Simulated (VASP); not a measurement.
# TaN (P6_3mc) in VASP: a series of runs

TaN is run at these levels: PBEsol; tasks: single point.

Everything below comes from runs of VASP 6.6.1. Logs are shortened: lines on timing, memory, paths and dates and some standing lists are left out, and cuts for length are marked.

## (1) The cell of the first run

It takes space group P6_3mc (No. 186, hexagonal). Conventional cell: a = 3.030 Å, b = 3.030 Å, c = 4.907 Å, α = 90.00°, β = 90.00°, γ = 120.00°. Within 2.4 Å of Ta (site symmetry 3m) lie 4 N at 1.84 to 1.89 Å. N (site symmetry 3m) has 4 Ta at 1.84 to 1.89 Å within 2.4 Å.

## (2) Single point, PBEsol (volume scaled by 0.98)

The input, INCAR:

```
PREC = Accurate ; ENCUT = 520
EDIFF = 1E-6 ; ISMEAR = -1
SIGMA = 0.01 ; LREAL = False
LASPH = True ; NELM = 60
ALGO = Normal ; ISIF = 2
LWAVE = False ; LCHARG = False
GGA = PS ; NBANDS = 24
```

The input, KPOINTS:

```
Automatic mesh
0
Gamma
  9 9 5
```

The input, POSCAR:

```
TaN
1.0
    3.0295306677      0.0000000000      0.0000000000
   -1.5147653339      2.6236505199      0.0000000000
    0.0000000000      0.0000000000      4.9068446386
Ta N
2 2
Direct
    0.3333333333      0.6666666667      0.0000000000
    0.6666666667      0.3333333333      0.5000000000
    0.3333333333      0.6666666667      0.3850000000
    0.6666666667      0.3333333333      0.8850000000
```

Potentials or basis: VASP PAW PBE potentials, release 64 (Ta_pv, N).

Run with:

```sh
cat potpaw_PBE.64/Ta_pv/POTCAR potpaw_PBE.64/N/POTCAR > POTCAR
mpirun -np 1 vasp_std > vasp.out
```

OUTCAR:

```text
PREC = Accurate
   ENCUT = 520
   EDIFF = 1E-6
   ISMEAR = -1
   LREAL = False
   LASPH = True
   NELM = 60
   ISIF = 2
   GGA = PS

 ion  position               nearest neighbor table
   1  0.333  0.667  0.000-   4 1.84   4 1.84   4 1.84   3 1.89   2 3.01   2 3.01   2 3.01   2 3.01
                             2 3.01   2 3.01
   2  0.667  0.333  0.500-   3 1.84   3 1.84   3 1.84   4 1.89   1 3.01   1 3.01   1 3.01   1 3.01
                             1 3.01   1 3.01
   3  0.333  0.667  0.385-   2 1.84   2 1.84   2 1.84   1 1.89
   4  0.667  0.333  0.885-   1 1.84   1 1.84   1 1.84   2 1.89

  LATTYP: Found a hexagonal cell.
 ALAT       =     3.0295306677
 C/A-ratio  =     1.6196715521

  Lattice vectors:

 A1 = (   3.0295306677,   0.0000000000,   0.0000000000)
 A2 = (  -1.5147653339,   2.6236505199,   0.0000000000)
 A3 = (   0.0000000000,   0.0000000000,   4.9068446386)

Analysis of symmetry for initial positions (statically):
=====================================================================
 Subroutine PRICEL returns:
 Original cell was already a primitive cell.

 Routine SETGRP: Setting up the symmetry group for a
 hexagonal supercell.

 Subroutine GETGRP returns: Found 12 space group operations
 (whereof  6 operations were pure point group operations)
 out of a pool of 24 trial point group operations.

The static configuration has the point symmetry C_3v.
 The point group associated with its full space group is C_6v.

Analysis of symmetry for dynamics (positions and initial velocities):
=====================================================================
 Subroutine PRICEL returns:
 Original cell was already a primitive cell.

 Routine SETGRP: Setting up the symmetry group for a
 hexagonal supercell.

 Subroutine GETGRP returns: Found 12 space group operations
 (whereof  6 operations were pure point group operations)
 out of a pool of 24 trial point group operations.

The dynamic configuration has the point symmetry C_3v.
 The point group associated with its full space group is C_6v.

 Subroutine INISYM returns: Found 12 space group operations
 (whereof  6 operations are pure point group operations),
 and found     1 'primitive' translations

----------------------------------------------------------------------------------------

                                     Primitive cell

  volume of cell :      39.0017

  direct lattice vectors                    reciprocal lattice vectors
     3.029530668  0.000000000  0.000000000     0.330084132  0.190574162  0.000000000
    -1.514765334  2.623650520  0.000000000     0.000000000  0.381148325  0.000000000
     0.000000000  0.000000000  4.906844639     0.000000000  0.000000000  0.203796956

  length of vectors
     3.029530668  3.029530668  4.906844639     0.381148325  0.381148325  0.203796956

  position of ions in fractional coordinates (direct lattice)
     0.333333333  0.666666667  0.000000000
     0.666666667  0.333333333  0.500000000
     0.333333333  0.666666667  0.385000000
     0.666666667  0.333333333  0.885000000

  ion indices of the primitive-cell ions
   primitive index   ion index
                 1           1
                 2           2
                 3           3
                 4           4

----------------------------------------------------------------------------------------

 KPOINTS: Automatic mesh

Automatic generation of k-mesh.
 Grid dimensions read from file:
 generate k-points for:    9    9    5

 Generating k-lattice:

  Cartesian coordinates                     Fractional coordinates (reciprocal lattice)
     0.036676015  0.021174907  0.000000000     0.111111111  0.000000000  0.000000000
     0.000000000  0.042349814  0.000000000     0.000000000  0.111111111  0.000000000
     0.000000000  0.000000000  0.040759391     0.000000000  0.000000000  0.200000000

  Length of vectors
     0.042349814  0.042349814  0.040759391

  Shift w.r.t. Gamma in fractional coordinates (k-lattice)
     0.000000000  0.000000000  0.000000000

 Subroutine IBZKPT returns following result:
 ===========================================

 Found     36 irreducible k-points:

 Following reciprocal coordinates:
            Coordinates               Weight
  0.000000  0.000000  0.000000      1.000000
  0.111111  0.000000  0.000000      6.000000
  0.222222  0.000000  0.000000      6.000000
  0.333333  0.000000  0.000000      6.000000
  0.444444  0.000000  0.000000      6.000000
  0.111111  0.111111  0.000000      6.000000
[... 16 lines left out ...]
  0.333333  0.222222  0.200000     24.000000
  0.333333  0.333333  0.200000      4.000000
 [... further k-points ...]
   k-points           NKPTS =     36   k-points in BZ     NKDIM =     36   number of bands    NBANDS=     24
   number of dos      NEDOS =    301   number of ions     NIONS =      4
   total plane-waves  NPLWV =  20736
   dimension x,y,z NGX =    24 NGY =   24 NGZ =   36
   dimension x,y,z NGXF=    48 NGYF=   48 NGZF=   72
   ions per type =               2   2
   NGX,Y,Z   is equivalent  to a cutoff of  13.17, 13.17, 12.20 a.u.
   NGXF,Y,Z  is equivalent  to a cutoff of  26.34, 26.34, 24.39 a.u.
 SYSTEM =  unknown system
   PREC   = accura    normal or accurate (medium, high low for compatibility)
   ISTART =      0    job   : 0-new  1-cont  2-samecut
   ICHARG =      2    charge: 1-file 2-atom 10-const
   ISPIN  =      1    spin polarized calculation?
   LNONCOLLINEAR =      F non collinear calculations
   LSORBIT =      F    spin-orbit coupling
   LASPH  =      T    aspherical Exc in radial PAW
   ENCUT  =  520.0 eV  38.22 Ry    6.18 a.u.   5.63  5.63  9.12*2*pi/ulx,y,z
   NELM   =     60;   NELMIN=  2; NELMDL= -5     # of ELM steps
   EDIFF  = 0.1E-05   stopping-criterion for ELM
   LREAL  =      F    real-space projection
   EDIFFG = 0.1E-04   stopping-criterion for IOM
   NSW    =      0    number of steps for IOM
   IBRION =     -1    ionic relax: 0-MD 1-quasi-New 2-CG
   NFREE  =      0    steps in history (QN), initial steepest desc. (CG)
   ISIF   =      2    stress and relaxation
   ISYM   =      2    0-nonsym 1-usesym 2-fastsym
   POTIM  = 0.5000    time-step for ionic-motion
   TEBEG  =    0.0;   TEEND  =   0.0 temperature during run
   PSTRESS=    0.0 pullay stress
   NELECT =      32.0000    total number of electrons
   NUPDOWN=      -1.0000    fix difference up-down
   EMIN   =  10.00;   EMAX   =-10.00  energy-range for DOS
   EFERMI =   0.00;   METHOD = LEGACY
   ISMEAR =    -1;   SIGMA  =   0.01  broadening in eV -4-tet -1-fermi 0-gaus
   EFERMI_NEDOS =   21; number of points for ismear=-14 and -15
   IALGO  =     38    algorithm
   IMIX   =      4    mixing-type and parameters
     AMIX     =   0.40;   BMIX     =  1.00
     AMIX_MAG =   1.60;   BMIX_MAG =  1.00
  volume/ion in A,a.u.               =       9.75        65.80
  Fermi-wavevector in a.u.,A,eV,Ry     =   1.532605  2.896204 31.958432  2.348878
  Thomas-Fermi vector in A             =   2.639788
   LORBIT       =      0    0 simple, 1 ext, 2 COOP (PROOUT), +10 PAW based schemes
   GGA     = PS    functional components
   LHFCALC =     F    Hartree Fock is set to
   AEXX    =    0.0000 exact exchange contribution
   IVDW    =     0    specifies the selected vdW correction
   LEPSILON=     F    determine dielectric tensor
   LRPA    =     F    only Hartree local field effects (RPA)
 non-spin polarized calculation
  energy-cutoff  :      520.00
  volume of cell :       39.00
 maximum number of plane-waves:      1087
 NGX is ok and might be reduce to    24
   NGX = 11   NGY = 11   NGZ = 19

 number of electron      32.0000002 magnetization

 Free energy of the ion-electron system (eV)
  ---------------------------------------------------
  ext. energy  EPLUGINS =         0.00000000
  ---------------------------------------------------
  free energy    TOTEN  =       -40.13246175 eV

  energy without entropy =      -40.13111585  energy(sigma->0) =      -40.13178880

 E-fermi :   9.8259     XC(G=0): -13.8099

 val. band max:        9.8206977827   @ k =   0.2222   0.0000   0.0000
 cond. band min:       9.8289990939   @ k =   0.1111   0.1111   0.4000
 fundamental gap:      0.0083013112
 Fermi energy:         9.8258727054

 k-point     1 :       0.0000    0.0000    0.0000
  band No.  band energies     occupation
      1     -26.2913      2.00000
      2     -25.1053      2.00000
      3     -25.1053      2.00000
      4     -24.8982      2.00000
      5     -24.8982      2.00000
      6     -24.8253      2.00000
[... 16 lines left out ...]
     23      16.6650      0.00000
     24      16.6650      0.00000

 k-point     2 :       0.1111    0.0000    0.0000
  band No.  band energies     occupation
      1     -26.2445      2.00000
      2     -25.2413      2.00000
      3     -25.1448      2.00000
      4     -25.0540      2.00000
      5     -24.9207      2.00000
      6     -24.8476      2.00000
[... 16 lines left out ...]
     23      16.6664      0.00000
     24      17.1846      0.00000

 k-point     3 :       0.2222    0.0000    0.0000
  band No.  band energies     occupation
      1     -26.1270      2.00000
      2     -25.5646      2.00000
      3     -25.4201      2.00000
      4     -25.2409      2.00000
      5     -24.9797      2.00000
      6     -24.9158      2.00000
[... 16 lines left out ...]
     23      17.1364      0.00000
     24      18.4810      0.00000

 k-point     4 :       0.3333    0.0000    0.0000
  band No.  band energies     occupation
      1     -26.0995      2.00000
      2     -25.8438      2.00000
      3     -25.7295      2.00000
      4     -25.3451      2.00000
      5     -25.0487      2.00000
      6     -25.0266      2.00000
[... 16 lines left out ...]
     23      16.9592      0.00000
     24      18.2938      0.00000

 k-point     5 :       0.4444    0.0000    0.0000
  band No.  band energies     occupation
      1     -26.2642      2.00000
      2     -26.0505      2.00000
      3     -25.6517      2.00000
      4     -25.4108      2.00000
      5     -25.1442      2.00000
      6     -25.0943      2.00000
[... 451 lines left out ...]
 k-point    22 :       0.2222    0.2222    0.2000
  band No.  band energies     occupation
      1     -26.1284      2.00000
      2     -25.9919      2.00000
      3     -25.5190      2.00000
      4     -25.5056      2.00000
      5     -25.2565      2.00000
      6     -25.0726      2.00000
[... 16 lines left out ...]
     23      17.5501      0.00000
     24      18.3487      0.00000

 k-point    23 :       0.3333    0.2222    0.2000
  band No.  band energies     occupation
      1     -26.1838      2.00000
      2     -26.0857      2.00000
      3     -25.6722      2.00000
      4     -25.4173      2.00000
      5     -25.3609      2.00000
      6     -25.1640      2.00000
[... 16 lines left out ...]
     23      17.2205      0.00000
     24      17.7289      0.00000

 k-point    24 :       0.3333    0.3333    0.2000
  band No.  band energies     occupation
      1     -26.0933      2.00000
      2     -26.0933      2.00000
      3     -25.8144      2.00000
      4     -25.4905      2.00000
      5     -25.2732      2.00000
      6     -25.2732      2.00000
[... 16 lines left out ...]
     23      17.7060      0.00000
     24      17.7060      0.00000

 [... further k-points ...]
[... 5 lines left out ...]
  --------------------------------------------------------------------------------------
  -------------------------------------------------------------------------------------
  Total       37.4366644     37.4366644     30.7575754     -0.0000000      0.0000000      0.0000000
  in kB     1537.8857876   1537.8857878   1263.5110189     -0.0000000      0.0000000      0.0000000
  external PRESSURE =    1446.4275314 kB  Pullay stress =       0.0000000 kB

 VOLUME and BASIS-vectors are now :
 -----------------------------------------------------------------------------
  energy-cutoff  :      520.00
  volume of cell :       39.00
      direct lattice vectors                 reciprocal lattice vectors
     3.029530668  0.000000000  0.000000000     0.330084132  0.190574162  0.000000000
    -1.514765334  2.623650520  0.000000000     0.000000000  0.381148325  0.000000000
     0.000000000  0.000000000  4.906844639     0.000000000  0.000000000  0.203796956

 POSITION                                       TOTAL-FORCE (eV/Angst)
 -----------------------------------------------------------------------------------
     -0.00000      1.74910      0.00000         0.000000      0.000000      2.361497
      1.51477      0.87455      2.45342        -0.000000      0.000000      2.361497
     -0.00000      1.74910      1.88914         0.000000      0.000000     -2.361497
      1.51477      0.87455      4.34256        -0.000000      0.000000     -2.361497
 -----------------------------------------------------------------------------------
    total drift:                               -0.000000      0.000000      0.000188

  FREE ENERGIE OF THE ION-ELECTRON SYSTEM (eV)
  ---------------------------------------------------
  free  energy   TOTEN  =       -40.1324617542 eV

  energy  without entropy=      -40.1311158473  energy(sigma->0) =      -40.13178880
```

Run time: 16 s. Hardware: 1 thread of AMD EPYC 7R13, shared host; peak memory 0.17 GiB.

What came out:

| Quantity | Value |
| --- | --- |
| Free energy | -40.1325 eV |
| Pressure | 144.6 GPa |
| Largest force | 2.361 eV/Å |
| Band gap on the k mesh | zero (band 16 reaches 10.37 eV, above the bottom of band 17 at 8.12 eV) |

Forces in eV/Å, atoms in the order of the input:
```
Ta   0.000  0.000  2.361
Ta   0.000  0.000  2.361
N    0.000  0.000 -2.361
N    0.000  0.000 -2.361
```

Caveat: the PAW data sets were made with another functional, which shifts forces and pressure a little; spin-orbit coupling is left out, which moves the levels of the heavy elements.

(Continued in part 2 of 2.)
